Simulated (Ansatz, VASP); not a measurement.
Two plane-wave programs on Ga2O3

```
Ga O
1.0
     2.51718    1.45330    4.44853
    -2.51718    1.45330    4.44853
     0.00000   -2.90659    4.44853
Ga O
4 6
Direct
  0.85605 0.85605 0.85605
  0.35605 0.35605 0.35605
  0.14395 0.14395 0.14395
  0.64395 0.64395 0.64395
  0.44663 0.05337 0.75000
  0.05337 0.75000 0.44663
  0.55337 0.94663 0.25000
  0.25000 0.55337 0.94663
  0.94663 0.25000 0.55337
  0.75000 0.44663 0.05337
```

Change from the starting cell: epitaxial_xy strain +1.0%.

Alike in both runs: task single point; functional PBE; k mesh 6 × 6 × 6; occupations fermi-dirac, width 0.02 eV; no spin polarisation.

```csv
,VASP,Ansatz
version,VASP 6.6.1,Ansatz 0.2.0
potentials or method,"VASP PAW PBE potentials, release 64 (Ga_d, O)","plane waves, PAW"
plane-wave cutoff (eV),520,420
valence electrons in the cell,88,88
```

VASP gave:

```
gap on the k mesh at the Fermi level (eV)                     : 2.68
pressure (GPa)                                                : 7.1
traceless stress, the component that is largest in VASP (GPa) : 2.11
rms of the force components (eV/Å)                            : 0.030
```

What did Ansatz give for the same quantities?

gap on the k mesh at the Fermi level (eV): 2.68; pressure (GPa): 6.1; traceless stress, the component that is largest in VASP (GPa): 2.21; rms of the force components (eV/Å): 0.024.

Atom by atom the forces differ by 0.007 eV/Å (rms over components).
